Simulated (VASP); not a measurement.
Crystal: Cd3Te2.

```
Cd Te
1.0
     4.82045    0.00000    0.00000
    -2.41023    4.17463    0.00000
     0.00000    0.00000    8.19128
Cd Te
3 2
Direct
  0.33333 0.66667 0.62981
  0.66667 0.33333 0.37019
  0.00000 0.00000 0.00000
  0.66667 0.33333 0.74278
  0.33333 0.66667 0.25722
```

* Program: VASP 6.6.1
* Task: relaxation of cell and atoms
* Functional: PBE
* Potentials or basis: VASP PAW PBE potentials, release 64 (Cd, Te)
* Cutoff: 500 eV
* k mesh: 6 × 6 × 4
* Occupations: gaussian, width 0.1 eV
* Spin: no spin polarisation

At the start: pressure 0.2 GPa; volume 32.97 Å³/atom.

Question: Where does the relaxation end?

Answer: Over 24 steps the energy falls by 12.5 meV/atom and the volume is 35.77 Å³/atom (+8.5 %); space group P-3m1 (No. 164, to 0.1 Å) before and after.

The path:
```
step  energy change (eV)  largest force (eV/Å)  pressure (GPa)  volume (Å³)
   1              0.0000                0.0300            0.16       164.84
   2             -0.0054                0.0735            0.04       165.61
   3             -0.0123                0.1769           -0.26       167.71
   4             -0.0167                0.1546           -0.05       167.18
   5             -0.0197                0.1342            0.48       165.83
   6             -0.0201                0.1226            0.33       166.18
   7             -0.0240                0.1202            0.32       166.77
   8             -0.0346                0.1112            0.28       168.52
   9             -0.0502                0.0940            0.25       171.98
  10             -0.0573                0.0599            0.38       178.72
  11             -0.0456                0.1503           -0.84       186.96
  12             -0.0607                0.0270           -0.06       181.31
  13             -0.0607                0.0285           -0.02       181.17
  14             -0.0607                0.0278           -0.03       181.24
  15             -0.0614                0.0294            0.03       180.87
  16             -0.0615                0.0265            0.02       180.90
  17             -0.0616                0.0099           -0.06       181.16
  18             -0.0616                0.0121           -0.05       181.12
  19             -0.0617                0.0115           -0.04       180.93
  20             -0.0620                0.0127           -0.02       180.34
  21             -0.0622                0.0187            0.03       179.16
  22             -0.0623                0.0154           -0.05       179.20
  23             -0.0623                0.0145           -0.03       179.19
  24             -0.0624                0.0091           -0.01       178.84
```

Final structure:
```
CELL_PARAMETERS angstrom
4.72106 0.00000 0.00000
-2.36053 4.08856 0.00000
0.00000 0.00000 9.26496
ATOMIC_POSITIONS crystal
Cd 0.33333 0.66667 0.61337
Cd 0.66667 0.33333 0.38663
Cd 0.00000 0.00000 0.00000
Te 0.66667 0.33333 0.71705
Te 0.33333 0.66667 0.28295
```
